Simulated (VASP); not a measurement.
# Si3H2C2 in VASP: relaxation of the atoms with LDA

Aim: the relaxation of the atoms of Si3H2C2 with LDA.

Program: VASP 6.6.1. These are calculated values, not measurements. Logs are shortened: lines on timing, memory, paths and dates and some standing lists are left out, and cuts for length are marked.

## 1. The cell of the first run

The cell holds a slab with vacuum, 28 atoms: a = 6.122 Å, b = 6.122 Å, c = 18.034 Å, α = 90.00°, β = 90.00°, γ = 90.00°.

## 2. Relaxation of the atoms, LDA

Input file INCAR:

```
PREC = Accurate
ENCUT = 520
EDIFF = 1E-7
ISMEAR = 0
SIGMA = 0.05
LREAL = False
LASPH = True
NELM = 120
ALGO = Normal
ISIF = 2
LWAVE = False
LCHARG = False
LDIPOL = True
IDIPOL = 3
DIPOL = 0.5 0.5 0.337
IBRION = 2
NSW = 50
EDIFFG = -0.03
GGA_COMPAT = False
NELMIN = 4
NELMDL = -8
KPAR = 4
```

Input file KPOINTS:

```
Automatic mesh
0
Gamma
  4 4 1
```

Input file POSCAR:

```
Si3H2C2
1.0
    6.1223116280      0.0000000000      0.0000000000
    0.0000000000      6.1223116280      0.0000000000
    0.0000000000      0.0000000000     18.0336064671
Si C H
12 8 8
Selective dynamics
Direct
    0.2500000000      0.2500000000      0.2691906584  F F F
    0.2500000000      0.7500000000      0.2691906584  F F F
    0.7500000000      0.2500000000      0.2691906584  F F F
    0.7500000000      0.7500000000      0.2691906584  F F F
    0.5000000000      0.5000000000      0.3907441434  T T T
    0.5000000000      0.0000000000      0.3907441434  T T T
    0.0000000000      0.5000000000      0.3907411325  T T T
    0.0000000000      0.0000000000      0.3907411325  T T T
    0.7500032500      0.7500000000      0.5123890108  T T T
    0.7500032500      0.2500000000      0.5116686745  T T T
    0.2499967500      0.7500000000      0.5120561097  T T F
    0.2499967500      0.2500000000      0.5120561097  T T F
    0.7500000000      0.5000000000      0.3292053881  F F F
    0.7500000000      0.0000000000      0.3292053881  F F F
    0.2500000000      0.5000000000      0.3292053881  F F F
    0.2500000000      0.0000000000      0.3292053881  F F F
    0.0000000000      0.7500000000      0.4479033635  T T T
    0.0000000000      0.2500000000      0.4479033635  T T T
    0.5000000000      0.7500000000      0.4479052921  T T T
    0.5000000000      0.2500000000      0.4479052921  T T T
    0.1018236707      0.2500000000      0.2043633518  F F F
    0.3981348503      0.2500000000      0.2043580857  F F F
    0.3981348503      0.7500000000      0.2043580857  F F F
    0.1018236707      0.7500000000      0.2043633518  F F F
    0.6018651497      0.2500000000      0.2043580857  F F F
    0.8981763293      0.2500000000      0.2043633518  F F F
    0.8981763293      0.7500000000      0.2043633518  F F F
    0.6018651497      0.7500000000      0.2043580857  F F F
```

Potentials or basis: VASP PAW LDA potentials, release 64 (Si, C, H).

The run is started by

```
$ cat potpaw_LDA.64/Si/POTCAR potpaw_LDA.64/C/POTCAR potpaw_LDA.64/H/POTCAR > POTCAR
$ mpirun -np 4 vasp_std > vasp.out
```

OUTCAR:

```text
PREC = Accurate
   ENCUT = 520
   EDIFF = 1E-7
   ISMEAR = 0
   LREAL = False
   LASPH = True
   NELM = 120
   ISIF = 2
   IBRION = 2
   NSW = 50
   EDIFFG = -0.03
   NELMIN = 4
   NELMDL = -8

 ion  position               nearest neighbor table
   1  0.250  0.250  0.269-  22 1.48  21 1.48  15 1.87  16 1.87   2 3.06   3 3.06   2 3.06   3 3.06
                             7 3.08   8 3.08   5 3.08   6 3.08
   2  0.250  0.750  0.269-  23 1.48  24 1.48  15 1.87  16 1.87   1 3.06   4 3.06   1 3.06   4 3.06
                             7 3.08   8 3.08   5 3.08   6 3.08
   3  0.750  0.250  0.269-  25 1.48  26 1.48  13 1.87  14 1.87   1 3.06   4 3.06   4 3.06   1 3.06
                             7 3.08   8 3.08   5 3.08   6 3.08
   4  0.750  0.750  0.269-  28 1.48  27 1.48  13 1.87  14 1.87   2 3.06   3 3.06   3 3.06   2 3.06
                             7 3.08   8 3.08   5 3.08   6 3.08
   5  0.500  0.500  0.391-  19 1.85  20 1.85  13 1.89  15 1.89   6 3.06   6 3.06   7 3.06   7 3.06
                            10 3.07  11 3.08  12 3.08   4 3.08   1 3.08   2 3.08   3 3.08   9 3.08
   6  0.500  0.000  0.391-  19 1.85  20 1.85  14 1.89  16 1.89   5 3.06   5 3.06   8 3.06   8 3.06
                            10 3.07  11 3.08  12 3.08   4 3.08   1 3.08   2 3.08   3 3.08   9 3.08
   7  0.000  0.500  0.391-  17 1.85  18 1.85  13 1.89  15 1.89   8 3.06   8 3.06   5 3.06   5 3.06
                            10 3.07  11 3.08  12 3.08   4 3.08   1 3.08   2 3.08   3 3.08   9 3.08
   8  0.000  0.000  0.391-  17 1.85  18 1.85  14 1.89  16 1.89   7 3.06   7 3.06   6 3.06   6 3.06
                            10 3.07  11 3.08  12 3.08   4 3.08   1 3.08   2 3.08   3 3.08   9 3.08
   9  0.750  0.750  0.512-  17 1.92  19 1.92  11 3.06  10 3.06  10 3.06  11 3.06   5 3.08   6 3.08
[... 9 lines left out ...]
  15  0.250  0.500  0.329-   1 1.87   2 1.87   7 1.89   5 1.89
  16  0.250  0.000  0.329-   1 1.87   2 1.87   8 1.89   6 1.89
  17  0.000  0.750  0.448-   7 1.85   8 1.85  11 1.92   9 1.92
  18  0.000  0.250  0.448-   7 1.85   8 1.85  10 1.91  12 1.92
  19  0.500  0.750  0.448-   5 1.85   6 1.85  11 1.92   9 1.92
  20  0.500  0.250  0.448-   5 1.85   6 1.85  10 1.91  12 1.92
  21  0.102  0.250  0.204-   1 1.48
  22  0.398  0.250  0.204-   1 1.48
  23  0.398  0.750  0.204-   2 1.48
  24  0.102  0.750  0.204-   2 1.48
  25  0.602  0.250  0.204-   3 1.48
  26  0.898  0.250  0.204-   3 1.48
  27  0.898  0.750  0.204-   4 1.48
  28  0.602  0.750  0.204-   4 1.48

  LATTYP: Found a simple tetragonal cell.
 ALAT       =     6.1223116280
 C/A-ratio  =     2.9455551372

  Lattice vectors:

 A1 = (   6.1223116280,   0.0000000000,   0.0000000000)
 A2 = (   0.0000000000,   6.1223116280,   0.0000000000)
 A3 = (   0.0000000000,   0.0000000000,  18.0336064671)

Analysis of symmetry for initial positions (statically):
=====================================================================
 Subroutine PRICEL returns:
 Original cell was already a primitive cell.

 Routine SETGRP: Setting up the symmetry group for a
 simple tetragonal supercell.

 Subroutine GETGRP returns: Found  2 space group operations
 (whereof  1 operations were pure point group operations)
 out of a pool of 16 trial point group operations.

The static configuration has the point symmetry C_1 .
 The point group associated with its full space group is C_1h.

Analysis of symmetry for dynamics (positions and initial velocities):
=====================================================================
 Subroutine PRICEL returns:
 Original cell was already a primitive cell.

 Routine SETGRP: Setting up the symmetry group for a
 simple tetragonal supercell.

 Subroutine GETGRP returns: Found  2 space group operations
 (whereof  1 operations were pure point group operations)
 out of a pool of 16 trial point group operations.

The dynamic configuration has the point symmetry C_1 .
 The point group associated with its full space group is C_1h.

Analysis of constrained symmetry for selective dynamics:
=====================================================================
 Subroutine PRICEL returns:
 Original cell was already a primitive cell.

 Routine SETGRP: Setting up the symmetry group for a
 simple tetragonal supercell.

[... 159 lines left out ...]
   IMIX   =      4    mixing-type and parameters
     AMIX     =   0.40;   BMIX     =  1.00
     AMIX_MAG =   1.60;   BMIX_MAG =  1.00
  volume/ion in A,a.u.               =      24.14       162.91
  Fermi-wavevector in a.u.,A,eV,Ry     =   0.829719  1.567942  9.366717  0.688434
  Thomas-Fermi vector in A             =   1.942314
   LORBIT       =      0    0 simple, 1 ext, 2 COOP (PROOUT), +10 PAW based schemes
   GGA     = CA    functional components
   LHFCALC =     F    Hartree Fock is set to
   AEXX    =    0.0000 exact exchange contribution
   IVDW    =     0    specifies the selected vdW correction
   LEPSILON=     F    determine dielectric tensor
   LRPA    =     F    only Hartree local field effects (RPA)
 conjugate gradient relaxation of ions
 non-spin polarized calculation
 Gauss-broadening in eV      SIGMA  =   0.05
  energy-cutoff  :      520.00
  volume of cell :      675.95
 maximum number of plane-waves:     18238
 NGX is ok and might be reduce to    48
   NGX = 23   NGY = 23   NGZ = 67

 dipolmoment           0.000000      0.000000     -0.000669 electrons x Angstroem

--------------------------------------- Ionic step        1  -------------------------------------------

 number of electron      88.0000002 magnetization

 Free energy of the ion-electron system (eV)
  ---------------------------------------------------
  ext. energy  EPLUGINS =         0.00000000
  ---------------------------------------------------
  free energy    TOTEN  =      -169.94881162 eV

  energy without entropy =     -169.94039002  energy(sigma->0) =     -169.94460082

------------------------ aborting loop because EDIFF is reached ----------------------------------------

  FORCE on cell =-STRESS in cart. coord.  units (eV):
  Direction    XX          YY          ZZ          XY          YZ          ZX
  --------------------------------------------------------------------------------------
  -------------------------------------------------------------------------------------
  Total       34.8710542    -16.5610468     -5.0311667      0.0000000      0.0000000     -0.0000001
  in kB       82.6536826    -39.2540900    -11.9252045      0.0000000      0.0000000     -0.0000002
  external PRESSURE =      10.4914627 kB  Pullay stress =       0.0000000 kB

 VOLUME and BASIS-vectors are now :
 -----------------------------------------------------------------------------
  energy-cutoff  :      520.00
  volume of cell :      675.95
      direct lattice vectors                 reciprocal lattice vectors
     6.122311628  0.000000000  0.000000000     0.163336998  0.000000000  0.000000000
     0.000000000  6.122311628  0.000000000     0.000000000  0.163336998  0.000000000
     0.000000000  0.000000000 18.033606467     0.000000000  0.000000000  0.055452025

 POSITION                                       TOTAL-FORCE (eV/Angst)
 -----------------------------------------------------------------------------------
      1.53058      1.53058      4.85448         0.001000      0.000000      1.222450
      1.53058      4.59173      4.85448         0.001000      0.000000      1.227160
      4.59173      1.53058      4.85448        -0.001000      0.000000      1.222541
      4.59173      4.59173      4.85448        -0.001000      0.000000      1.226540
      3.06116      3.06116      7.04653        -0.000618      0.018385     -0.000693
      3.06116      0.00000      7.04653        -0.000618     -0.018385     -0.000693
[... 20 lines left out ...]
      5.49892      4.59173      3.68541        -0.009045      0.000000     -0.004470
      3.68481      4.59173      3.68531         0.007472      0.000000     -0.005066
 -----------------------------------------------------------------------------------
    total drift:                               -0.000000     -0.000000      0.000492

  FREE ENERGIE OF THE ION-ELECTRON SYSTEM (eV)
  ---------------------------------------------------
  free  energy   TOTEN  =      -169.9488116238 eV

  energy  without entropy=     -169.9403900221  energy(sigma->0) =     -169.94460082

--------------------------------------- Ionic step        2  -------------------------------------------

 number of electron      88.0000002 magnetization

 dipolmoment           0.000000      0.000000      0.500782 electrons x Angstroem

 Free energy of the ion-electron system (eV)
  ---------------------------------------------------
  ext. energy  EPLUGINS =         0.00000000
  ---------------------------------------------------
  free energy    TOTEN  =      -169.94923934 eV

  energy without entropy =     -169.94091662  energy(sigma->0) =     -169.94507798

 E-fermi :   0.5569     XC(G=0):  -5.1980

 val. band max:        0.4930826928   @ k =   0.5000   0.0000   0.0000
 cond. band min:       0.5825204912   @ k =   0.0000   0.2500   0.0000
 fundamental gap:      0.0894377984
 Fermi energy:         0.5569166263

 k-point     1 :       0.0000    0.0000    0.0000
  band No.  band energies     occupation
      1     -15.6498      2.00000
      2     -13.5115      2.00000
      3     -13.1684      2.00000
      4     -13.1233      2.00000
      5     -12.6765      2.00000
      6     -12.4187      2.00000
[... 520 lines left out ...]
     55       3.6977      0.00000
     56       3.6985      0.00000
 [bands above 56 left out]

------------------------ aborting loop because EDIFF is reached ----------------------------------------

 vacuum level on the upper side and lower side of the slab       (xc-potential included)         1.008        -1.281

  FORCE on cell =-STRESS in cart. coord.  units (eV):
  Direction    XX          YY          ZZ          XY          YZ          ZX
  --------------------------------------------------------------------------------------
  -------------------------------------------------------------------------------------
  Total       34.8346350    -16.5531698     -5.0828829      0.0000000      0.0000000      0.0000011
  in kB       82.5673595    -39.2354196    -12.0477857      0.0000000      0.0000000      0.0000025
  external PRESSURE =      10.4280514 kB  Pullay stress =       0.0000000 kB

 VOLUME and BASIS-vectors are now :
 -----------------------------------------------------------------------------
  energy-cutoff  :      520.00
  volume of cell :      675.95
      direct lattice vectors                 reciprocal lattice vectors
     6.122311628  0.000000000  0.000000000     0.163336998  0.000000000  0.000000000
     0.000000000  6.122311628  0.000000000     0.000000000  0.163336998  0.000000000
     0.000000000  0.000000000 18.033606467     0.000000000  0.000000000  0.055452025

 POSITION                                       TOTAL-FORCE (eV/Angst)
 -----------------------------------------------------------------------------------
      1.53058      1.53058      4.85448         0.000962      0.000000      1.227344
      1.53058      4.59173      4.85448         0.000962      0.000000      1.222090
      4.59173      1.53058      4.85448        -0.000962      0.000000      1.226899
      4.59173      4.59173      4.85448        -0.000962      0.000000      1.223786
      3.06113      3.06204      7.04649         0.001586     -0.010081      0.001847
      3.06113      6.12142      7.04649         0.001586      0.010081      0.001847
[... 20 lines left out ...]
      5.49892      4.59173      3.68541        -0.009024      0.000000     -0.004782
      3.68481      4.59173      3.68531         0.007458      0.000000     -0.005373
 -----------------------------------------------------------------------------------
    total drift:                               -0.000001     -0.000000      0.000287

  FREE ENERGIE OF THE ION-ELECTRON SYSTEM (eV)
  ---------------------------------------------------
  free  energy   TOTEN  =      -169.9492393350 eV

  energy  without entropy=     -169.9409166227  energy(sigma->0) =     -169.94507798

 reached required accuracy - stopping structural energy minimisation

 vacuum level on the upper side and lower side of the slab         6.053         3.694
```

It took 12 min on 4 MPI ranks of Intel Xeon Platinum 8488C (Sapphire Rapids), shared host; peak memory 0.72 GiB.

What came out:

```yaml
Free_energy: -169.9492 eV
Energy_gained_by_relaxing: 0.0 meV/atom
Ionic_steps: 2
Band_gap_on_the_k_mesh: zero (bands 44 and 45 overlap by 1.23 eV)
```

The path:
```
step  energy change (eV)  largest force on free atoms (eV/Å)  pressure (GPa)
   1              0.0000                              0.1016            1.05
   2             -0.0004                              0.0253            1.04
```

Final structure:
```
Si C H
1.0
     6.12231    0.00000    0.00000
     0.00000    6.12231    0.00000
     0.00000    0.00000   18.03361
Si C H
12 8 8
Cartesian
  1.5306 1.5306 4.8545
  1.5306 4.5917 4.8545
  4.5917 1.5306 4.8545
  4.5917 4.5917 4.8545
  3.0611 3.0620 7.0465
  3.0611 6.1214 7.0465
  0.0000 3.0620 7.0465
  0.0000 6.1214 7.0465
  4.5918 4.5917 9.2382
  4.5918 1.5306 9.2321
  1.5306 4.5917 9.2342
  1.5306 1.5306 9.2342
  4.5917 3.0612 5.9368
  4.5917 0.0000 5.9368
  1.5306 3.0612 5.9368
  1.5306 0.0000 5.9368
  6.1216 4.5917 8.0784
  0.0009 1.5306 8.0759
  3.0619 4.5917 8.0784
  3.0603 1.5306 8.0759
  0.6234 1.5306 3.6854
  2.4375 1.5306 3.6853
  2.4375 4.5917 3.6853
  0.6234 4.5917 3.6854
  3.6848 1.5306 3.6853
  5.4989 1.5306 3.6854
  5.4989 4.5917 3.6854
  3.6848 4.5917 3.6853
```

The gap in the log of VASP goes by the Fermi energy; the results here count the filled bands.